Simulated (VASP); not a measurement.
# P2C2O (I4/mmm) in VASP: a series of runs

P2C2O is run at these levels: PBE+D3(BJ); tasks: single point.

Program: VASP 6.6.1. These are calculated values, not measurements. Logs are shortened: lines on timing, memory, paths and dates and some standing lists are left out, and cuts for length are marked.

## 1. The cell of the first run

Symmetry: I4/mmm, No. 139, tetragonal system. The conventional cell has a = 3.818 Å, b = 3.818 Å, c = 6.051 Å, α = 90.00°, β = 90.00°, γ = 90.00°. P (site symmetry 4mm) has 1 O at 1.74 Å and 4 C at 1.92 Å within 2.3 Å. C (site symmetry -4m2) has 4 P at 1.92 Å and 4 O at 2.44 Å within 2.5 Å. Within 2.3 Å of O (site symmetry 4/mmm) lie 2 P at 1.74 Å.

The cell was generated, and may not be a known phase.

## 2. Single point, PBE+D3(BJ), collinear spin, ferromagnetic start

File INCAR:

```
ALGO = Normal ; EDIFF = 1E-6
ENCUT = 520 ; GGA = PE
ISIF = 2 ; ISMEAR = 0
ISPIN = 2 ; IVDW = 12
LASPH = T ; LCHARG = F
LORBIT = 11 ; LREAL = F
LWAVE = F ; MAGMOM = 0 0 1 1 1
NBANDS = 24 ; NELM = 150
PREC = Accurate ; SIGMA = 0.1
```

File KPOINTS:

```
k-points
0
Gamma
  6 6 6
```

File POSCAR:

```
P2C2O
1.0
   -1.9092233304      1.9092233304      3.0255331387
    1.9092233304     -1.9092233304      3.0255331387
    1.9092233304      1.9092233304     -3.0255331387
P C O
2 2 1
Direct
    0.7132468119      0.7132468119      0.0000000000
    0.2867531881      0.2867531881      0.0000000000
    0.7500000000      0.2500000000      0.5000000000
    0.2500000000      0.7500000000      0.5000000000
    0.0000000000      0.0000000000      0.0000000000
```

Potentials or basis: VASP PAW PBE potentials, release 64 (P, C, O).

Command:

```
$ cat potpaw_PBE.64/P/POTCAR potpaw_PBE.64/C/POTCAR potpaw_PBE.64/O/POTCAR > POTCAR
$ mpirun -np 1 vasp_std > vasp.out
```

OUTCAR:

```text
EDIFF = 1E-6
   ENCUT = 520
   GGA = PE
   ISIF = 2
   ISMEAR = 0
   ISPIN = 2
   IVDW = 12
   LASPH = T
   LORBIT = 11
   LREAL = F
   NELM = 150
   PREC = Accurate
 IVDW          = 12

 ion  position               nearest neighbor table
   1  0.713  0.713  0.000-   5 1.74   3 1.92   4 1.92   3 1.92   4 1.92   2 2.58   2 2.74   2 2.74
                             2 2.74   2 2.74
   2  0.287  0.287  0.000-   5 1.74   4 1.92   3 1.92   4 1.92   3 1.92   1 2.58   1 2.74   1 2.74
                             1 2.74   1 2.74
   3  0.750  0.250  0.500-   2 1.92   1 1.92   2 1.92   1 1.92
   4  0.250  0.750  0.500-   2 1.92   1 1.92   2 1.92   1 1.92
   5  0.000  0.000  0.000-   1 1.74   2 1.74

  LATTYP: Found a body centered tetragonal cell.
 ALAT       =     3.8184466608
 C/A-ratio  =     1.5846931527

  Lattice vectors:

 A1 = (  -1.9092233304,   1.9092233304,   3.0255331387)
 A2 = (   1.9092233304,  -1.9092233304,   3.0255331387)
 A3 = (   1.9092233304,   1.9092233304,  -3.0255331387)

Analysis of symmetry for initial positions (statically):
=====================================================================
 Subroutine PRICEL returns:
 Original cell was already a primitive cell.

 Routine SETGRP: Setting up the symmetry group for a
 body centered tetragonal supercell.

 Subroutine GETGRP returns: Found 16 space group operations
 (whereof 16 operations were pure point group operations)
 out of a pool of 16 trial point group operations.

The static configuration has the point symmetry D_4h.

Analysis of symmetry for dynamics (positions and initial velocities):
=====================================================================
 Subroutine PRICEL returns:
 Original cell was already a primitive cell.

 Routine SETGRP: Setting up the symmetry group for a
 body centered tetragonal supercell.

 Subroutine GETGRP returns: Found 16 space group operations
 (whereof 16 operations were pure point group operations)
 out of a pool of 16 trial point group operations.

The dynamic configuration has the point symmetry D_4h.

Analysis of structural, dynamic, and magnetic symmetry:
=====================================================================
 Subroutine PRICEL returns:
 Original cell was already a primitive cell.

 Routine SETGRP: Setting up the symmetry group for a
 body centered tetragonal supercell.

 Subroutine GETGRP returns: Found 16 space group operations
 (whereof 16 operations were pure point group operations)
 out of a pool of 16 trial point group operations.

The overall configuration has the point symmetry D_4h.

 Subroutine INISYM returns: Found 16 space group operations
 (whereof 16 operations are pure point group operations),
 and found     1 'primitive' translations

----------------------------------------------------------------------------------------

                                     Primitive cell

  volume of cell :      44.1139

  direct lattice vectors                    reciprocal lattice vectors
    -1.909223330  1.909223330  3.025533139     0.000000000  0.261886597  0.165260130
     1.909223330 -1.909223330  3.025533139     0.261886597  0.000000000  0.165260130
     1.909223330  1.909223330 -3.025533139     0.261886597  0.261886597  0.000000000

  length of vectors
     4.055134797  4.055134797  4.055134797     0.309669986  0.309669986  0.370363577

  position of ions in fractional coordinates (direct lattice)
     0.713246812  0.713246812  0.000000000
     0.286753188  0.286753188  0.000000000
     0.750000000  0.250000000  0.500000000
     0.250000000  0.750000000  0.500000000
     0.000000000  0.000000000  0.000000000

  ion indices of the primitive-cell ions
   primitive index   ion index
                 1           1
                 2           2
                 3           3
                 4           4
                 5           5

----------------------------------------------------------------------------------------

 KPOINTS: k-points

Automatic generation of k-mesh.
 Grid dimensions read from file:
 generate k-points for:    6    6    6

 Generating k-lattice:

  Cartesian coordinates                     Fractional coordinates (reciprocal lattice)
     0.000000000  0.043647766  0.027543355     0.166666667  0.000000000  0.000000000
     0.043647766  0.000000000  0.027543355     0.000000000  0.166666667  0.000000000
     0.043647766  0.043647766  0.000000000     0.000000000  0.000000000  0.166666667

  Length of vectors
     0.051611664  0.051611664  0.061727263

  Shift w.r.t. Gamma in fractional coordinates (k-lattice)
     0.000000000  0.000000000  0.000000000

 Subroutine IBZKPT returns following result:
 ===========================================

 Found     30 irreducible k-points:

 Following reciprocal coordinates:
            Coordinates               Weight
  0.000000  0.000000  0.000000      1.000000
  0.166667  0.000000 -0.000000      8.000000
  0.333333 -0.000000  0.000000      8.000000
  0.500000  0.000000  0.000000      4.000000
  0.166667  0.166667 -0.000000      8.000000
  0.333333  0.166667 -0.000000     16.000000
[... 16 lines left out ...]
 -0.333333 -0.333333  0.166667      8.000000
 -0.166667 -0.333333  0.166667      8.000000
 [... further k-points ...]
   k-points           NKPTS =     30   k-points in BZ     NKDIM =     30   number of bands    NBANDS=     24
   number of dos      NEDOS =    301   number of ions     NIONS =      5
   total plane-waves  NPLWV =  27000
   dimension x,y,z NGX =    30 NGY =   30 NGZ =   30
   dimension x,y,z NGXF=    60 NGYF=   60 NGZF=   60
   ions per type =               2   2   1
   NGX,Y,Z   is equivalent  to a cutoff of  12.30, 12.30, 12.30 a.u.
   NGXF,Y,Z  is equivalent  to a cutoff of  24.60, 24.60, 24.60 a.u.
 SYSTEM =  unknown system
   PREC   = accura    normal or accurate (medium, high low for compatibility)
   ISTART =      0    job   : 0-new  1-cont  2-samecut
   ICHARG =      2    charge: 1-file 2-atom 10-const
   ISPIN  =      2    spin polarized calculation?
   LNONCOLLINEAR =      F non collinear calculations
   LSORBIT =      F    spin-orbit coupling
   LASPH  =      T    aspherical Exc in radial PAW
   ENCUT  =  520.0 eV  38.22 Ry    6.18 a.u.   7.54  7.54  7.54*2*pi/ulx,y,z
   NELM   =    150;   NELMIN=  2; NELMDL= -5     # of ELM steps
   EDIFF  = 0.1E-05   stopping-criterion for ELM
   LREAL  =      F    real-space projection
   EDIFFG = 0.1E-04   stopping-criterion for IOM
   NSW    =      0    number of steps for IOM
   IBRION =     -1    ionic relax: 0-MD 1-quasi-New 2-CG
   NFREE  =      0    steps in history (QN), initial steepest desc. (CG)
   ISIF   =      2    stress and relaxation
   ISYM   =      2    0-nonsym 1-usesym 2-fastsym
   POTIM  = 0.5000    time-step for ionic-motion
   TEBEG  =    0.0;   TEEND  =   0.0 temperature during run
   PSTRESS=    0.0 pullay stress
   NELECT =      24.0000    total number of electrons
   NUPDOWN=      -1.0000    fix difference up-down
   EMIN   =  10.00;   EMAX   =-10.00  energy-range for DOS
   EFERMI =   0.00;   METHOD = LEGACY
   ISMEAR =     0;   SIGMA  =   0.10  broadening in eV -4-tet -1-fermi 0-gaus
   EFERMI_NEDOS =   21; number of points for ismear=-14 and -15
   IALGO  =     38    algorithm
   IMIX   =      4    mixing-type and parameters
     AMIX     =   0.40;   BMIX     =  1.00
     AMIX_MAG =   1.60;   BMIX_MAG =  1.00
  volume/ion in A,a.u.               =       8.82        59.54
  Fermi-wavevector in a.u.,A,eV,Ry     =   1.336452  2.525529 24.301430  1.786105
  Thomas-Fermi vector in A             =   2.465078
   LORBIT       =     11    0 simple, 1 ext, 2 COOP (PROOUT), +10 PAW based schemes
   GGA     = PE    functional components
   LHFCALC =     F    Hartree Fock is set to
   AEXX    =    0.0000 exact exchange contribution
   IVDW    =    12    specifies the selected vdW correction
   LEPSILON=     F    determine dielectric tensor
   LRPA    =     F    only Hartree local field effects (RPA)
 spin polarized calculation
 Gauss-broadening in eV      SIGMA  =   0.10
  energy-cutoff  :      520.00
  volume of cell :       44.11
 maximum number of plane-waves:      1203
   NGX = 15   NGY = 15   NGZ = 15

 number of electron      24.0000003 magnetization      -0.0004800

 number of electron      24.0000003 magnetization       0.0002229

 Free energy of the ion-electron system (eV)
  ---------------------------------------------------
  ext. energy  EPLUGINS =         0.00000000
  ---------------------------------------------------
  free energy    TOTEN  =       -29.84951244 eV

  energy without entropy =      -29.84192412  energy(sigma->0) =      -29.84571828

 E-fermi :   9.5724     XC(G=0): -12.2372

 val. band max:        9.4881691522   @ k =  -0.1667  -0.3333   0.1667
 cond. band min:       9.6220342208   @ k =   0.5000   0.5000   0.1667
 fundamental gap:      0.1338650686
 Fermi energy:         9.5724338012

 spin component 1

 k-point     1 :       0.0000    0.0000    0.0000
  band No.  band energies     occupation
      1     -12.3294      1.00000
      2      -5.6911      1.00000
      3      -1.6606      1.00000
      4       0.4164      1.00000
      5       0.7621      1.00000
      6       0.7621      1.00000
[... 16 lines left out ...]
     23      24.5251      0.00000
     24      24.5251      0.00000

 k-point     2 :       0.1667    0.0000   -0.0000
  band No.  band energies     occupation
      1     -12.1520      1.00000
      2      -5.9042      1.00000
      3      -2.4297      1.00000
      4      -0.3724      1.00000
      5       0.8603      1.00000
      6       2.3231      1.00000
[... 16 lines left out ...]
     23      24.5230      0.00000
     24      24.6581      0.00000
[... 565 lines left out ...]
     23      23.1599      0.00000
     24      23.8634      0.00000

 k-point    24 :      -0.1667   -0.3333    0.1667
  band No.  band energies     occupation
      1     -11.7422      1.00000
      2      -6.9712      1.00000
      3      -2.0779      1.00000
      4       0.1897      1.00000
      5       0.2754      1.00000
      6       0.9596      1.00000
[... 16 lines left out ...]
     23      23.8729      0.00000
     24      25.7363      0.00000

 [... further k-points ...]

 spin component 2

 k-point     1 :       0.0000    0.0000    0.0000
  band No.  band energies     occupation
      1     -12.3294      1.00000
      2      -5.6911      1.00000
      3      -1.6606      1.00000
      4       0.4166      1.00000
      5       0.7621      1.00000
      6       0.7621      1.00000
[... 16 lines left out ...]
     23      24.5251      0.00000
     24      24.5251      0.00000

 k-point     2 :       0.1667    0.0000   -0.0000
  band No.  band energies     occupation
      1     -12.1519      1.00000
      2      -5.9041      1.00000
      3      -2.4296      1.00000
      4      -0.3724      1.00000
      5       0.8603      1.00000
      6       2.3232      1.00000
[... 16 lines left out ...]
     23      24.5230      0.00000
     24      24.6581      0.00000
[... 565 lines left out ...]
     23      23.1599      0.00000
     24      23.8635      0.00000

 k-point    24 :      -0.1667   -0.3333    0.1667
  band No.  band energies     occupation
      1     -11.7421      1.00000
      2      -6.9712      1.00000
      3      -2.0778      1.00000
      4       0.1897      1.00000
      5       0.2754      1.00000
      6       0.9596      1.00000
[... 16 lines left out ...]
     23      23.8729      0.00000
     24      25.7364      0.00000

 [... further k-points ...]

------------------------ aborting loop because EDIFF is reached ----------------------------------------

 Edisp (eV)   -1.50896

 E8    (eV) :    -0.5153

  FORCE on cell =-STRESS in cart. coord.  units (eV):
  Direction    XX          YY          ZZ          XY          YZ          ZX
  --------------------------------------------------------------------------------------
  -------------------------------------------------------------------------------------
  Total      -0.06971    -0.06971    -0.18910     0.00000     0.00000     0.00000
  in kB      -2.53186    -2.53186    -6.86800     0.00000     0.00000     0.00000
  external pressure =       -3.98 kB  Pullay stress =        0.00 kB

 VOLUME and BASIS-vectors are now :
 -----------------------------------------------------------------------------
  energy-cutoff  :      520.00
  volume of cell :       44.11
      direct lattice vectors                 reciprocal lattice vectors
    -1.909223330  1.909223330  3.025533139     0.000000000  0.261886597  0.165260130
     1.909223330 -1.909223330  3.025533139     0.261886597  0.000000000  0.165260130
     1.909223330  1.909223330 -3.025533139     0.261886597  0.261886597  0.000000000

 POSITION                                       TOTAL-FORCE (eV/Angst)
 -----------------------------------------------------------------------------------
      0.00000      0.00000      4.31590         0.000000      0.000000      0.053097
      0.00000      0.00000      1.73516        -0.000000     -0.000000     -0.053097
     -0.00000      1.90922      1.51277        -0.000000     -0.000000     -0.000000
      1.90922     -0.00000      1.51277        -0.000000     -0.000000     -0.000000
      0.00000      0.00000      0.00000        -0.000000     -0.000000     -0.000000
 -----------------------------------------------------------------------------------
    total drift:                                0.000000      0.000000      0.000000

  FREE ENERGIE OF THE ION-ELECTRON SYSTEM (eV)
  ---------------------------------------------------
  free  energy   TOTEN  =       -31.3584734003 eV

  energy  without entropy=      -31.3508850769  energy(sigma->0) =      -31.35467924

 total charge

# of ion       s       p       d       tot
------------------------------------------
    1        0.979   1.315   0.000   2.294
    2        0.979   1.315   0.000   2.294
    3        0.888   1.527   0.000   2.416
    4        0.888   1.527   0.000   2.416
    5        1.584   3.510   0.000   5.094
--------------------------------------------------
tot          5.319   9.195   0.000  14.514

 magnetization (x)

# of ion       s       p       d       tot
------------------------------------------
    1       -0.000  -0.000   0.000  -0.000
    2       -0.000  -0.000   0.000  -0.000
    3        0.000   0.000   0.000   0.000
    4        0.000   0.000   0.000   0.000
    5        0.000   0.000   0.000   0.000
--------------------------------------------------
tot          0.000   0.000   0.000   0.000
```

It took 82 s on 1 thread of Intel Xeon Platinum 8259CL at 2.50GHz (Skylake/Cascade Lake), shared host; peak memory 0.22 GiB.

What came out:

| Quantity | Value |
| --- | --- |
| Free energy | -31.3585 eV |
| Pressure | -0.4 GPa |
| Largest force | 0.053 eV/Å |
| Band gap on the k mesh | zero (filled and empty bands overlap) |
| Net moment | 0.00 μB per cell |
| Valence electrons inside the program's atomic spheres | P 2.29; C 2.42; O 5.09 |
| Dispersion energy per atom | -0.302 eV |

Forces on the atoms (eV/Å):
```
P    0.000  0.000  0.053
P    0.000  0.000 -0.053
C    0.000  0.000  0.000
C    0.000  0.000  0.000
O    0.000  0.000  0.000
```

Levels at points of the mesh, in eV from the Fermi level:
Spin up:
```
           k point  band 9  band 10  band 11  band 12  band 13  band 14  band 15  band 16
(0.00, 0.00, 0.00)   -5.26    -3.11    -2.78    -2.78    -1.34     2.91     3.10     4.59
(0.50, 0.00, 0.00)   -3.86    -2.47    -1.96    -1.49     1.70     2.30     5.98     6.02
(0.50, 0.50, 0.00)   -2.52    -1.05    -0.86    -0.55    -0.42     4.15     4.63     5.34
(0.50, 0.50, 0.50)   -3.11    -2.23    -2.23    -1.48     1.53     3.27     3.88     5.76
```
Spin down:
| k point | band 10 | band 11 | band 12 | band 13 | band 14 | band 15 |
| --- | --- | --- | --- | --- | --- | --- |
| (0.00, 0.00, 0.00) | -3.11 | -2.78 | -2.78 | -1.34 | 2.91 | 3.10 |
| (0.50, 0.00, 0.00) | -2.47 | -1.96 | -1.49 | 1.70 | 2.30 | 5.98 |
| (0.50, 0.50, 0.00) | -1.05 | -0.86 | -0.55 | -0.42 | 4.15 | 4.63 |
| (0.50, 0.50, 0.50) | -2.23 | -2.23 | -1.48 | 1.53 | 3.27 | 3.88 |

(Continued in part 2 of 2.)

The gap in the log of VASP goes by the Fermi energy; the results here count the filled bands.